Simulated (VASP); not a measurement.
## Al: relaxation of cell and atoms with PBE

Al:

```xyz
1
Lattice="1.3575 -2.5122 0.0000 1.3575 2.5122 0.0000 -1.1978 0.0000 2.5262" Properties=species:S:1:pos:R:3 pbc="T T T"
Al    1.3575    0.0000    0.0000
```

The cell was generated, and may not be a known phase.

```
Program                : VASP 6.6.1
Task                   : relaxation of cell and atoms
Functional             : PBE
Potentials or basis    : VASP PAW PBE potentials, release 64 (Al)
Cutoff                 : 500 eV
k mesh                 : 24 × 24 × 22
Occupations            : gaussian, width 0.1 eV
Spin                   : no spin polarisation
Dipole correction      : no
Further INCAR settings : ALGO = Normal; EDIFF = 1e-07; IBRION = 2; EDIFFG = -0.01; NSW = 100; ISIF = 3
```

* Relaxed volume: 17.00 Å³/atom
* Relaxed cell: a = 2.833 Å, b = 2.833 Å, c = 2.831 Å, α = 104.34°, β = 104.34°, γ = 120.36°
* Space group after relaxing (to 0.1 Å): I4/mmm (No. 139)
* Energy gained by relaxing: 12.2 meV/atom
* Ionic steps: 7
* Pressure after relaxing: 0.0 GPa
* Band gap on the k mesh: zero (an odd number of electrons rules out a gap without spin polarisation)

Stress tensor (GPa, compression positive):
```
-0.09  0.00 -0.03
 0.00  0.08  0.00
-0.03  0.00  0.03
```

Step by step:
```
step  energy change (eV)  largest force (eV/Å)  pressure (GPa)  volume (Å³)
   1              0.0000                0.0000            0.08        17.23
   2             -0.0054                0.0000           -0.37        17.25
   3             -0.0108                0.0000           -0.99        17.27
   4             -0.0111                0.0000           -1.07        17.27
   5             -0.0118                0.0000            0.62        16.85
   6             -0.0121                0.0000            0.01        16.99
   7             -0.0122                0.0000            0.01        17.00
```

Final structure:
```
Al
1.0
     1.40780   -2.45770   -0.04645
     1.40780    2.45770   -0.04645
    -1.32827    0.00000    2.50052
Al
1
Direct
  0.50000 0.50000 0.00000
```

Levels at points of the mesh, in eV from the Fermi level:
```csv
k point,band 1,band 2,band 3,band 4,band 5
"(0.00, 0.00, 0.00)",-10.89,10.22,12.10,12.14,13.22
"(0.50, 0.00, 0.00)",-3.73,-2.92,7.09,7.09,8.34
"(0.50, 0.50, 0.00)",-5.05,-4.74,11.32,11.83,12.51
"(0.00, 0.00, 0.50)",-5.03,-4.73,11.30,11.83,12.49
"(0.50, 0.00, 0.50)",-3.74,-2.93,7.09,7.10,8.35
"(0.50, 0.50, 0.50)",0.13,0.14,1.54,2.11,6.33
```

It took 3.9 min on 1 thread of Intel(R) Xeon(R) 6975P-C (Granite Rapids), on a shared host, peak memory 0.38 GiB.
